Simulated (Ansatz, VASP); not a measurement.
# In4H3: VASP beside Ansatz

```
In H
1.0
     5.12239    0.00000    0.00000
     0.00000    5.12239    0.00000
     0.00000    0.00000    5.12239
In H
4 3
Direct
  0.72378 0.27622 0.27622
  0.27622 0.72378 0.27622
  0.27622 0.27622 0.72378
  0.72378 0.72378 0.72378
  0.00000 0.00000 0.50000
  0.50000 0.00000 0.00000
  0.00000 0.50000 0.00000
```

Change from the starting cell: species swapped into the Si3As4 type (P-43m, No. 215).

Alike in both runs: task relaxation of cell and atoms; functional PBE; k mesh 8 × 8 × 8; occupations gaussian, width 0.1 eV; no spin polarisation.

|  | VASP | Ansatz |
| --- | --- | --- |
| version | VASP 6.6.1 | Ansatz 0.2.0 |
| potentials or method | VASP PAW PBE potentials, release 64 (In_d, H), cutoff 600 eV | scalar-relativistic, plane waves, PAW |
| valence electrons in the cell | 55 | 55 |

|  | VASP | Ansatz | Ansatz less VASP |
| --- | --- | --- | --- |
| gap on the k mesh at the Fermi level, each at its own relaxed structure (eV) | none | none | - |
| relaxed volume (Å³/atom) | 19.07 | 19.11 | +0.036 |
| relaxed length of the cell vector where the two differ most in proportion (Å) | 5.111 | 5.114 | +0.0032 |

A gap of «none» marks a metal or a gap that the smearing closes.
